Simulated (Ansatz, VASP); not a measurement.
# One calculation of InSb3, two programs

```
In Sb
1.0
     0.00000    3.79455    3.79455
     3.79455    0.00000    3.79455
     3.79455    3.79455    0.00000
In Sb
1 3
Direct
  0.00000 0.00000 0.00000
  0.25000 0.25000 0.25000
  0.75000 0.75000 0.75000
  0.50000 0.50000 0.50000
```

Alike in both runs: task single point; functional PBEsol; dispersion D3(BJ); k mesh 10 × 10 × 10; occupations gaussian, width 0.1 eV; no spin polarisation.

|  | VASP | Ansatz |
| --- | --- | --- |
| version | VASP 6.6.1 | Ansatz 0.2.0 |
| potentials or method | VASP PAW PBE potentials, release 64 (In_d, Sb), cutoff 500 eV | scalar-relativistic, plane waves, PAW |
| valence electrons in the cell | 28 | 58 |

|  | VASP | Ansatz | Ansatz less VASP |
| --- | --- | --- | --- |
| gap on the k mesh at the Fermi level (eV) | none | none | - |
| pressure (GPa) | -5.9 | -5.9 | +0.02 |

VASP's potentials were made for PBE, not for PBEsol. A gap of «none» marks a metal or a gap that the smearing closes. VASP's potentials hold 28 valence electrons a cell and Ansatz's 58, so a difference there can come from the potentials and not from the codes.

Spin-orbit coupling is off throughout.
